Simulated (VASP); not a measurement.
A run of VASP 6.6.1 is set up as follows.

Contents of POSCAR:

```
GaSb
1.0
    0.0000000000      3.0590000000      3.0590000000
    3.0590000000      0.0000000000      3.0590000000
    3.0590000000      3.0590000000      0.0000000000
Sb Ga
1 1
Direct
    0.7500000000      0.7500000000      0.7500000000
    0.0000000000      0.0000000000      0.0000000000
```

Contents of INCAR.step1:

```
ALGO = Normal
EDIFF = 1E-5
ENCUT = 520
GGA = PE
ISIF = 2
ISMEAR = -1
LASPH = True
LCHARG = False
LREAL = False
LWAVE = True
NBANDS = 16
NELM = 80
PREC = Accurate
SIGMA = 0.05
```

INCAR.step2

```
AEXX = 0.15
ALGO = Normal
EDIFF = 1E-7
ENCUT = 520
ISIF = 2
ISMEAR = -1
ISTART = 1
LASPH = True
LCHARG = False
LHFCALC = True
LMIXTAU = True
LREAL = False
LWAVE = False
METAGGA = R2SCAN
NBANDS = 16
NELM = 80
PREC = Accurate
PRECFOCK = Normal
SIGMA = 0.05
```

The input KPOINTS:

```
k-points
0
Gamma
  4 4 4
```

Potentials or basis: VASP PAW PBE potentials, release 64 (Sb, Ga_d).

Command:

```console
$ cat potpaw_PBE.64/Sb/POTCAR potpaw_PBE.64/Ga_d/POTCAR > POTCAR
$ cp INCAR.step1 INCAR
$ mpirun -np 1 vasp_std > vasp.out
$ cp INCAR.step2 INCAR
$ mpirun -np 1 vasp_std > vasp.out
```

Q: What does it give for the band gap on the k mesh?

A: 1.24 eV.

Q: What does it give for the pressure?

A: -0.3 GPa.

Caveat: the k points lie up to 0.44 Å⁻¹ apart; the PAW data sets were made with another functional, which shifts forces and pressure a little; spin-orbit coupling is left out, which moves the levels of the heavy elements. A k mesh can miss the band edges.
